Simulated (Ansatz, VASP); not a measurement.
# One calculation of CuW, two programs

```
CELL_PARAMETERS angstrom
2.70534 0.00000 0.00000
-1.35267 2.34289 0.00000
0.00000 0.00000 4.54754
ATOMIC_POSITIONS crystal
Cu 0.66667 0.33333 0.00000
W 0.00000 0.00000 0.50000
```

Change from the starting cell: species swapped into the CrC type (P-6m2, No. 187).

Alike in both runs: task relaxation of cell and atoms; functional PBE; k mesh 24 × 24 × 12; occupations gaussian, width 0.1 eV; no spin polarisation.

```csv
,VASP,Ansatz
version,VASP 6.6.1,Ansatz 0.2.0
potentials or method,"VASP PAW PBE potentials, release 64 (Cu, W_sv), cutoff 600 eV","scalar-relativistic, plane waves, PAW"
valence electrons in the cell,25,33
```

VASP gave:

| Property | Result |
| --- | --- |
| gap on the k mesh at the Fermi level, each at its own relaxed structure (eV) | none |
| relaxed volume (Å³/atom) | 14.49 |
| relaxed cell length with the largest relative difference (Å) | 4.554 |

Which values does Ansatz return?

gap on the k mesh at the Fermi level, each at its own relaxed structure (eV): none; relaxed volume (Å³/atom): 14.44; relaxed cell length with the largest relative difference (Å): 4.545.

A gap of «none» marks a metal or a gap that the smearing closes. VASP's potentials hold 25 valence electrons a cell and Ansatz's 33, so a difference there can come from the potentials and not from the codes.

Neither program's run includes spin-orbit coupling.
